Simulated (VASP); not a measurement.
Te, 4 atoms in the cell. The typed cell holds 4 atoms: a = 4.612 Å, b = 6.562 Å, c = 4.293 Å, α = 90.00°, β = 90.00°, γ = 90.00°. 

```yaml
Program: VASP 6.6.1
Task: single point
Functional: PBE
Potentials_or_basis: VASP PAW PBE potentials, release 64 (Te)
Cutoff: 520 eV
k_mesh: 4 × 2 × 6
Occupations: gaussian, width 0.1 eV
Spin: no spin polarisation
Dipole_correction: no
Further_INCAR_settings: ALGO = Normal; EDIFF = 1e-06; NBANDS = 20
```

Potentials or basis: VASP PAW PBE potentials, release 64 (Te).

The run is started by

```console
$ cat potpaw_PBE.64/Te/POTCAR > POTCAR
$ mpirun -np 1 vasp_std > vasp.out
```

Hardware: 1 thread of Intel(R) Xeon(R) Platinum 8488C (Sapphire Rapids), on a shared host.

Question: How long does it take, and how much memory?

Answer: It took 25 s on 1 thread of Intel(R) Xeon(R) Platinum 8488C (Sapphire Rapids), with other jobs on the host, peak memory 0.24 GiB. Counts: scf iterations 11, k points 24.
